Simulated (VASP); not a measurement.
Input of a VASP 6.6.1 run:

Contents of INCAR:

```
PREC = Accurate ; ENCUT = 520
EDIFF = 1E-7 ; ISMEAR = -1
SIGMA = 0.05 ; LREAL = Auto
LASPH = T ; NELM = 60
ALGO = Normal ; ISIF = 2
LWAVE = F ; LCHARG = F
GGA = PE ; IVDW = 12
NBANDS = 51
```

KPOINTS

```
regular mesh
0
Gamma
  2 2 1
```

File POSCAR:

```
C
1.0
    7.3980000000      0.0000000000      0.0000000000
   -3.6990000000      6.4068560000      0.0000000000
    0.0000000000      0.0000000000     12.0000000000
C
18
Direct
    0.0233661306      0.0144532669      0.0533333333
    0.2501950183      0.1125825210      0.0596333333
    0.0406738323      0.3559624253      0.0515083333
    0.2518587253      0.4528118004      0.0561083333
    0.0388220544      0.6892148036      0.0557833333
    0.2602908707      0.7915739015      0.0711416667
    0.3618792305      0.0161077446      0.0552666667
    0.5761034057      0.1185761004      0.0572666667
    0.3732395663      0.3384499355      0.0623583333
    0.5890014493      0.4602413415      0.0650916667
    0.3595151236      0.6719364381      0.0601416667
    0.5932913177      0.7925572231      0.0653333333
    0.6964453766      0.0094898340      0.0644750000
    0.9208781763      0.1261305077      0.0560500000
    0.6922201805      0.3438347920      0.0621166667
    0.9309170737      0.4656730228      0.0542666667
    0.7069268731      0.6853595586      0.0646583333
    0.9281496700      0.7958505701      0.0502416667
```

Potentials or basis: VASP PAW PBE potentials, release 64 (C).

The run is started by

```console
$ cat potpaw_PBE.64/C/POTCAR > POTCAR
$ mpirun -np 1 vasp_std > vasp.out
```

(1) Predict the dispersion energy per atom.

(2) Predict the largest force.

(3) Predict the band gap on the k mesh.

Answers

(1) -0.089 eV.

(2) 5.146 eV/Å.

(3) 0.37 eV.

Caveat: the k points lie up to 0.49 Å⁻¹ apart.
